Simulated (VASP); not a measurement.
# Tl (P6/mmm) in VASP: notebook

Tl is run at these levels: r2SCAN; tasks: single point.

All numbers are computed with VASP 6.6.1; they aren't measurements. Logs are shortened: lines on timing, memory, paths and dates and some standing lists are left out, and cuts for length are marked.

## Step 1: The cell of the first run

The structure is hexagonal, space group P6/mmm (No. 191). The conventional cell has a = 5.543 Å, b = 5.543 Å, c = 3.412 Å, α = 90.00°, β = 90.00°, γ = 120.00°. Within 4.5 Å of Tl (site symmetry 6/mmm) lie 14 Tl at 3.41 to 3.63 Å. Within 4.2 Å of Tl (site symmetry -6m2) lie 11 Tl at 3.20 to 3.63 Å.

This isn't the form of Tl at room conditions, which is hcp.

## Step 2: Single point, r2SCAN

File POSCAR:

```
Tl
1.0
    5.5426901206      0.0000000000      0.0000000000
   -2.7713450603      4.8001104497      0.0000000000
    0.0000000000      0.0000000000      3.4120209146
Tl
3
Direct
    0.0000000000      0.0000000000      0.0000000000
    0.3333333333      0.6666666667      0.5000000000
    0.6666666667      0.3333333333      0.5000000000
```

File INCAR.step1:

```
  PREC = Accurate
  ENCUT = 520
  ISMEAR = -1
  SIGMA = 0.1
  LREAL = F
  LASPH = T
  NELM = 60
  NBANDS = 26
  GGA = PE
  ALGO = Normal
  EDIFF = 1E-4
  LWAVE = T
  LCHARG = F
```

File INCAR.step2:

```
  PREC = Accurate
  ENCUT = 520
  EDIFF = 1E-7
  ISMEAR = -1
  SIGMA = 0.1
  LREAL = F
  LASPH = T
  NELM = 60
  ALGO = Normal
  ISIF = 2
  LWAVE = F
  LCHARG = F
  METAGGA = R2SCAN
  LMIXTAU = T
  NBANDS = 26
  ISTART = 1
```

File KPOINTS:

```
Automatic mesh
0
Gamma
  7 7 10
```

Potentials or basis: VASP PAW PBE potentials, release 64 (Tl_d).

The run is started by

```
$ cat potpaw_PBE.64/Tl_d/POTCAR > POTCAR
$ cp INCAR.step1 INCAR
$ mpirun -np 1 vasp_std > vasp.out
$ cp INCAR.step2 INCAR
$ mpirun -np 1 vasp_std > vasp.out
```

OUTCAR:

```text
PREC = Accurate
   ENCUT = 520
   EDIFF = 1E-7
   ISMEAR = -1
   LREAL = F
   LASPH = T
   NELM = 60
   ISIF = 2
   METAGGA = R2SCAN
   ISTART = 1

 ion  position               nearest neighbor table
   1  0.000  0.000  0.000-   2 3.63   3 3.63   2 3.63   3 3.63   2 3.63   2 3.63   3 3.63   3 3.63
                             3 3.63   3 3.63   2 3.63   2 3.63
   2  0.333  0.667  0.500-   3 3.20   3 3.20   3 3.20   1 3.63   1 3.63   1 3.63   1 3.63   1 3.63
                             1 3.63
   3  0.667  0.333  0.500-   2 3.20   2 3.20   2 3.20   1 3.63   1 3.63   1 3.63   1 3.63   1 3.63
                             1 3.63

  LATTYP: Found a hexagonal cell.
 ALAT       =     5.5426901206
 C/A-ratio  =     0.6155893330

  Lattice vectors:

 A1 = (   5.5426901206,   0.0000000000,   0.0000000000)
 A2 = (  -2.7713450603,   4.8001104497,   0.0000000000)
 A3 = (   0.0000000000,   0.0000000000,   3.4120209146)

Analysis of symmetry for initial positions (statically):
=====================================================================
 Subroutine PRICEL returns:
 Original cell was already a primitive cell.

 Routine SETGRP: Setting up the symmetry group for a
 hexagonal supercell.

 Subroutine GETGRP returns: Found 24 space group operations
 (whereof 24 operations were pure point group operations)
 out of a pool of 24 trial point group operations.

The static configuration has the point symmetry D_6h.

Analysis of symmetry for dynamics (positions and initial velocities):
=====================================================================
 Subroutine PRICEL returns:
 Original cell was already a primitive cell.

 Routine SETGRP: Setting up the symmetry group for a
 hexagonal supercell.

 Subroutine GETGRP returns: Found 24 space group operations
 (whereof 24 operations were pure point group operations)
 out of a pool of 24 trial point group operations.

The dynamic configuration has the point symmetry D_6h.

 Subroutine INISYM returns: Found 24 space group operations
 (whereof 24 operations are pure point group operations),
 and found     1 'primitive' translations

----------------------------------------------------------------------------------------

                                     Primitive cell

  volume of cell :      90.7786

  direct lattice vectors                    reciprocal lattice vectors
     5.542690121  0.000000000  0.000000000     0.180417808  0.104164270  0.000000000
    -2.771345060  4.800110450  0.000000000     0.000000000  0.208328540  0.000000000
     0.000000000  0.000000000  3.412020915     0.000000000  0.000000000  0.293081439

  length of vectors
     5.542690121  5.542690121  3.412020915     0.208328540  0.208328540  0.293081439

  position of ions in fractional coordinates (direct lattice)
     0.000000000  0.000000000  0.000000000
     0.333333333  0.666666667  0.500000000
     0.666666667  0.333333333  0.500000000

  ion indices of the primitive-cell ions
   primitive index   ion index
                 1           1
                 2           2
                 3           3

----------------------------------------------------------------------------------------

 KPOINTS: Automatic mesh

Automatic generation of k-mesh.
 Grid dimensions read from file:
 generate k-points for:    7    7   10

 Generating k-lattice:

  Cartesian coordinates                     Fractional coordinates (reciprocal lattice)
     0.025773973  0.014880610  0.000000000     0.142857143  0.000000000  0.000000000
     0.000000000  0.029761220  0.000000000     0.000000000  0.142857143  0.000000000
     0.000000000  0.000000000  0.029308144     0.000000000  0.000000000  0.100000000

  Length of vectors
     0.029761220  0.029761220  0.029308144

  Shift w.r.t. Gamma in fractional coordinates (k-lattice)
     0.000000000  0.000000000  0.000000000

 Subroutine IBZKPT returns following result:
 ===========================================

 Found     48 irreducible k-points:

 Following reciprocal coordinates:
            Coordinates               Weight
  0.000000  0.000000  0.000000      1.000000
  0.142857  0.000000  0.000000      6.000000
  0.285714 -0.000000  0.000000      6.000000
  0.428571  0.000000  0.000000      6.000000
  0.142857  0.142857  0.000000      6.000000
  0.285714  0.142857  0.000000     12.000000
[... 16 lines left out ...]
  0.428571  0.142857  0.200000     12.000000
  0.285714  0.285714  0.200000     12.000000
 [... further k-points ...]
   k-points           NKPTS =     48   k-points in BZ     NKDIM =     48   number of bands    NBANDS=     26
   number of dos      NEDOS =    301   number of ions     NIONS =      3
   total plane-waves  NPLWV =  49392
   dimension x,y,z NGX =    42 NGY =   42 NGZ =   28
   dimension x,y,z NGXF=    84 NGYF=   84 NGZF=   56
   ions per type =               3
   NGX,Y,Z   is equivalent  to a cutoff of  12.60, 12.60, 13.64 a.u.
   NGXF,Y,Z  is equivalent  to a cutoff of  25.19, 25.19, 27.29 a.u.
 SYSTEM =  unknown system
   PREC   = accura    normal or accurate (medium, high low for compatibility)
   ISTART =      1    job   : 0-new  1-cont  2-samecut
   ICHARG =      0    charge: 1-file 2-atom 10-const
   ISPIN  =      1    spin polarized calculation?
   LNONCOLLINEAR =      F non collinear calculations
   LSORBIT =      F    spin-orbit coupling
   LASPH  =      T    aspherical Exc in radial PAW
   ENCUT  =  520.0 eV  38.22 Ry    6.18 a.u.  10.31 10.31  6.34*2*pi/ulx,y,z
   NELM   =     60;   NELMIN=  2; NELMDL=  0     # of ELM steps
   EDIFF  = 0.1E-06   stopping-criterion for ELM
   LREAL  =      F    real-space projection
   EDIFFG = 0.1E-05   stopping-criterion for IOM
   NSW    =      0    number of steps for IOM
   IBRION =     -1    ionic relax: 0-MD 1-quasi-New 2-CG
   NFREE  =      0    steps in history (QN), initial steepest desc. (CG)
   ISIF   =      2    stress and relaxation
   ISYM   =      2    0-nonsym 1-usesym 2-fastsym
   POTIM  = 0.5000    time-step for ionic-motion
   TEBEG  =    0.0;   TEEND  =   0.0 temperature during run
   PSTRESS=    0.0 pullay stress
   NELECT =      39.0000    total number of electrons
   NUPDOWN=      -1.0000    fix difference up-down
   EMIN   =  10.00;   EMAX   =-10.00  energy-range for DOS
   EFERMI =   0.00;   METHOD = LEGACY
   ISMEAR =    -1;   SIGMA  =   0.10  broadening in eV -4-tet -1-fermi 0-gaus
   EFERMI_NEDOS =   21; number of points for ismear=-14 and -15
   IALGO  =     38    algorithm
   IMIX   =      4    mixing-type and parameters
     AMIX     =   0.40;   BMIX     =  1.00
     AMIX_MAG =   1.60;   BMIX_MAG =  1.00
  volume/ion in A,a.u.               =      30.26       204.20
  Fermi-wavevector in a.u.,A,eV,Ry     =   1.235289  2.334357 20.761655  1.525939
  Thomas-Fermi vector in A             =   2.369944
   LORBIT       =      0    0 simple, 1 ext, 2 COOP (PROOUT), +10 PAW based schemes
   METAGGA = R2SCAN    functional components
   LHFCALC =     F    Hartree Fock is set to
   AEXX    =    0.0000 exact exchange contribution
   IVDW    =     0    specifies the selected vdW correction
   LEPSILON=     F    determine dielectric tensor
   LRPA    =     F    only Hartree local field effects (RPA)
 non-spin polarized calculation
  energy-cutoff  :      520.00
  volume of cell :       90.78
 maximum number of plane-waves:      2484
 NGX is ok and might be reduce to    42
   NGX = 21   NGY = 21   NGZ = 13

 number of electron      39.0000001 magnetization

 Free energy of the ion-electron system (eV)
  ---------------------------------------------------
  ext. energy  EPLUGINS =         0.00000000
  ---------------------------------------------------
  free energy    TOTEN  =      -159.50768167 eV

  energy without entropy =     -159.46515947  energy(sigma->0) =     -159.48642057

 E-fermi :   6.1204     XC(G=0): -10.5075

 val. band max:        6.1085427926   @ k =   0.0000   0.0000   0.2000
 cond. band min:       6.1247856377   @ k =   0.2857   0.2857   0.1000
 fundamental gap:      0.0162428451
 Fermi energy:         6.1204115978

 k-point     1 :       0.0000    0.0000    0.0000
  band No.  band energies     occupation
      1      -6.5165      2.00000
      2      -6.1766      2.00000
      3      -6.1725      2.00000
      4      -6.1689      2.00000
      5      -6.1689      2.00000
      6      -5.9911      2.00000
[... 18 lines left out ...]
     25      16.4595      0.00000
     26      16.4717      0.00000

 k-point     2 :       0.1429    0.0000    0.0000
  band No.  band energies     occupation
      1      -6.5013      2.00000
      2      -6.2493      2.00000
      3      -6.2193      2.00000
      4      -6.1883      2.00000
      5      -6.1477      2.00000
      6      -6.0247      2.00000
[... 18 lines left out ...]
     25      15.2489      0.00000
     26      15.9595      0.00000

 k-point     3 :       0.2857   -0.0000    0.0000
  band No.  band energies     occupation
      1      -6.4649      2.00000
      2      -6.3517      2.00000
      3      -6.2923      2.00000
      4      -6.2301      2.00000
      5      -6.1604      2.00000
      6      -6.0649      2.00000
[... 18 lines left out ...]
     25      14.3052      0.00000
     26      14.7912      0.00000

 k-point     4 :       0.4286    0.0000    0.0000
  band No.  band energies     occupation
      1      -6.4496      2.00000
      2      -6.4009      2.00000
      3      -6.3335      2.00000
      4      -6.2677      2.00000
      5      -6.1700      2.00000
      6      -6.0875      2.00000
[... 18 lines left out ...]
     25      12.3642      0.00000
     26      13.5104      0.00000
[... 496 lines left out ...]
      1      -6.4044      2.00000
      2      -6.3173      2.00000
      3      -6.2882      2.00000
      4      -6.1704      2.00000
      5      -6.1169      2.00000
      6      -6.0463      2.00000
[... 18 lines left out ...]
     25      11.7719      0.00000
     26      12.0731      0.00000

 k-point    23 :       0.4286    0.1429    0.2000
  band No.  band energies     occupation
      1      -6.4198      2.00000
      2      -6.3307      2.00000
      3      -6.2875      2.00000
      4      -6.1661      2.00000
      5      -6.1110      2.00000
      6      -6.0569      2.00000
[... 18 lines left out ...]
     25      12.2752      0.00000
     26      12.8142      0.00000

 k-point    24 :       0.2857    0.2857    0.2000
  band No.  band energies     occupation
      1      -6.4305      2.00000
      2      -6.3078      2.00000
      3      -6.2975      2.00000
      4      -6.1747      2.00000
      5      -6.0899      2.00000
      6      -6.0598      2.00000
[... 18 lines left out ...]
     25      13.0446      0.00000
     26      13.0761      0.00000

 [... further k-points ...]

------------------------ aborting loop because EDIFF is reached ----------------------------------------

  FORCE on cell =-STRESS in cart. coord.  units (eV):
  Direction    XX          YY          ZZ          XY          YZ          ZX
  --------------------------------------------------------------------------------------
  -------------------------------------------------------------------------------------
  Total        0.0012873      0.0012873     -0.0008270      0.0000000      0.0000000      0.0000000
  in kB        0.0227194      0.0227194     -0.0145967      0.0000000      0.0000000      0.0000000
  external PRESSURE =       0.0102807 kB  Pullay stress =       0.0000000 kB

 VOLUME and BASIS-vectors are now :
 -----------------------------------------------------------------------------
  energy-cutoff  :      520.00
  volume of cell :       90.78
      direct lattice vectors                 reciprocal lattice vectors
     5.542690121  0.000000000  0.000000000     0.180417808  0.104164270  0.000000000
    -2.771345060  4.800110450  0.000000000     0.000000000  0.208328540  0.000000000
     0.000000000  0.000000000  3.412020915     0.000000000  0.000000000  0.293081439

 POSITION                                       TOTAL-FORCE (eV/Angst)
 -----------------------------------------------------------------------------------
      0.00000      0.00000      0.00000        -0.000000      0.000000      0.000000
     -0.00000      3.20007      1.70601         0.000000      0.000000      0.000000
      2.77135      1.60004      1.70601        -0.000000      0.000000     -0.000000
 -----------------------------------------------------------------------------------
    total drift:                               -0.000000      0.000000     -0.000000

  FREE ENERGIE OF THE ION-ELECTRON SYSTEM (eV)
  ---------------------------------------------------
  free  energy   TOTEN  =      -159.5076816748 eV

  energy  without entropy=     -159.4651594737  energy(sigma->0) =     -159.48642057
```

Wall time 12 min (1 thread of Oxide Virtual Turin-like, shared host); peak memory 0.23 GiB.

What came out:

| Item | Value |
| --- | --- |
| Free energy | -159.5077 eV |
| Pressure | 0.0 GPa |
| Band gap on the k mesh | zero (an odd number of electrons rules out a gap without spin polarisation) |

Caveat: the PAW data sets were made with another functional, which shifts forces and pressure a little; spin-orbit coupling is left out, which moves the levels of the heavy elements.

## Step 3: Single point, r2SCAN (26.63 Å³/atom)

This run uses another cell than the first one, of 26.63 Å³/atom.

File POSCAR:

```
Tl
1.0
    5.3114711011      0.0000000000      0.0000000000
   -2.6557355505      4.5998689050      0.0000000000
    0.0000000000      0.0000000000      3.2696849526
Tl
3
Direct
    0.0000000000      0.0000000000      0.0000000000
    0.3333333333      0.6666666667      0.5000000000
    0.6666666667      0.3333333333      0.5000000000
```

File INCAR.step1:

```
SYSTEM = Tl
  PREC = Accurate
  ENCUT = 520
  ISMEAR = -1
  SIGMA = 0.1
  LREAL = .False.
  LASPH = .True.
  NELM = 80
  NBANDS = 26
  GGA = PE
  ALGO = Normal
  EDIFF = 1E-4
  LWAVE = .True.
  LCHARG = .False.
```

File INCAR.step2:

```
SYSTEM = Tl
  PREC = Accurate
  ENCUT = 520
  EDIFF = 1E-6
  ISMEAR = -1
  SIGMA = 0.1
  LREAL = .False.
  LASPH = .True.
  NELM = 80
  ALGO = Normal
  ISIF = 2
  LWAVE = .False.
  LCHARG = .False.
  METAGGA = R2SCAN
  LMIXTAU = .True.
  NBANDS = 26
  ISTART = 1
```

File KPOINTS:

```
Automatic mesh
0
Gamma
  8 8 10
  0 0 0
```

Potentials or basis: VASP PAW PBE potentials, release 64 (Tl_d).

The run is started by

```
$ cat potpaw_PBE.64/Tl_d/POTCAR > POTCAR
$ cp INCAR.step1 INCAR
$ mpirun -np 1 vasp_std > vasp.out
$ cp INCAR.step2 INCAR
$ mpirun -np 1 vasp_std > vasp.out
```

Wall time 7.5 min (1 thread of Oxide Virtual Turin-like, shared host); peak memory 0.22 GiB.

Results (log left out):

```yaml
Free_energy: -159.2993 eV
Pressure: 6.0 GPa
Band_gap_on_the_k_mesh: zero (an odd number of electrons rules out a gap without spin polarisation)
```

Stress tensor (GPa, compression positive):
```
6.47 0.00 0.00
0.00 6.47 0.00
0.00 0.00 5.00
```

Levels at points of the mesh, in eV from the Fermi level:
| k point | band 15 | band 16 | band 17 | band 18 | band 19 | band 20 | band 21 | band 22 | band 23 | band 24 |
| --- | --- | --- | --- | --- | --- | --- | --- | --- | --- | --- |
| (0.00, 0.00, 0.00) | -11.70 | -11.07 | -4.62 | -4.18 | -0.59 | -0.59 | -0.40 | -0.40 | 5.02 | 9.82 |
| (0.50, 0.00, 0.00) | -11.65 | -8.87 | -8.82 | -5.25 | -3.17 | 3.48 | 3.58 | 5.73 | 5.86 | 6.88 |
| (0.00, 0.00, 0.50) | -11.56 | -7.30 | -6.06 | -1.41 | 0.27 | 0.86 | 1.47 | 1.47 | 1.53 | 2.96 |
| (0.50, 0.00, 0.50) | -11.61 | -5.68 | -5.01 | -4.77 | -2.66 | -0.77 | 0.14 | 0.47 | 2.58 | 6.30 |

Caveat: the cell stands under pressure; the PAW data sets were made with another functional, which shifts forces and pressure a little; spin-orbit coupling is left out, which moves the levels of the heavy elements.

## Step 4: Single point, r2SCAN (27.84 Å³/atom)

This run uses another cell than the first one, of 27.84 Å³/atom.

File POSCAR:

```
Tl
1.0
    5.3907584785      0.0000000000      0.0000000000
   -2.6953792392      4.6685337880      0.0000000000
    0.0000000000      0.0000000000      3.3184934164
Tl
3
Direct
    0.0000000000      0.0000000000      0.0000000000
    0.3333333333      0.6666666667      0.5000000000
    0.6666666667      0.3333333333      0.5000000000
```

File INCAR.step1:

```
SYSTEM = Tl
ALGO     = Normal         ! electronic algorithm
EDIFF    = 1E-4           ! SCF threshold, eV
ENCUT    = 520            ! plane-wave cutoff, eV
GGA      = PE             ! functional
ISMEAR   = -1             ! smearing method
LASPH    = .TRUE.         ! aspherical terms in the spheres
LCHARG   = .FALSE.        ! write CHGCAR
LREAL    = .FALSE.        ! projectors in reciprocal space
LWAVE    = .TRUE.         ! write WAVECAR
NBANDS   = 26             ! bands
NELM     = 100            ! most SCF steps
PREC     = Accurate       ! precision mode
SIGMA    = 0.1            ! smearing width, eV
```

File INCAR.step2:

```
SYSTEM = Tl
ALGO     = Normal         ! electronic algorithm
EDIFF    = 1E-6           ! SCF threshold, eV
ENCUT    = 520            ! plane-wave cutoff, eV
ISIF     = 2              ! what is computed and relaxed
ISMEAR   = -1             ! smearing method
ISTART   = 1            
LASPH    = .TRUE.         ! aspherical terms in the spheres
LCHARG   = .TRUE.         ! write CHGCAR
LELF     = .TRUE.         ! ELF
LMIXTAU  = .TRUE.       
LREAL    = .FALSE.        ! projectors in reciprocal space
LVHAR    = .TRUE.       
LWAVE    = .FALSE.        ! write WAVECAR
METAGGA  = R2SCAN         ! meta-GGA
NBANDS   = 26             ! bands
NELM     = 100            ! most SCF steps
PREC     = Accurate       ! precision mode
SIGMA    = 0.1            ! smearing width, eV
```

File KPOINTS:

```
k-points
0
G
  8 8 10
  0 0 0
```

The run is started by

```
$ cat potpaw_PBE.64/Tl_d/POTCAR > POTCAR
$ cp INCAR.step1 INCAR
$ mpirun -np 1 vasp_std > vasp.out
$ cp INCAR.step2 INCAR
$ mpirun -np 1 vasp_std > vasp.out
```

Run time: 6.9 min. Hardware: 1 thread of Oxide Virtual Turin-like, shared host; peak memory 0.24 GiB.

Results (log left out):

```
Free energy            : -159.4083 eV
Pressure               : 3.6 GPa
Band gap on the k mesh : zero (an odd number of electrons rules out a gap without spin polarisation)
```

Stress tensor (GPa, compression positive):
```
4.00 0.00 0.00
0.00 4.00 0.00
0.00 0.00 2.72
```

Levels at points of the mesh, in eV from the Fermi level:
```tsv
k point	band 15	band 16	band 17	band 18	band 19	band 20	band 21	band 22	band 23	band 24
(0.00, 0.00, 0.00)	-11.69	-10.73	-4.68	-4.26	-0.53	-0.53	-0.34	-0.34	4.91	9.53
(0.50, 0.00, 0.00)	-11.64	-8.65	-8.59	-5.28	-2.98	3.29	3.39	5.55	5.71	6.67
(0.00, 0.00, 0.50)	-11.56	-7.21	-5.94	-1.69	0.17	0.84	1.46	1.46	1.53	2.92
(0.50, 0.00, 0.50)	-11.60	-5.69	-4.96	-4.80	-2.49	-0.80	0.17	0.49	2.53	6.05
```

Caveat: the cell stands under pressure; the PAW data sets were made with another functional, which shifts forces and pressure a little; spin-orbit coupling is left out, which moves the levels of the heavy elements.

(Part 1 of 2 ends here.)

The gap in the log of VASP goes by the Fermi energy; the results here count the filled bands.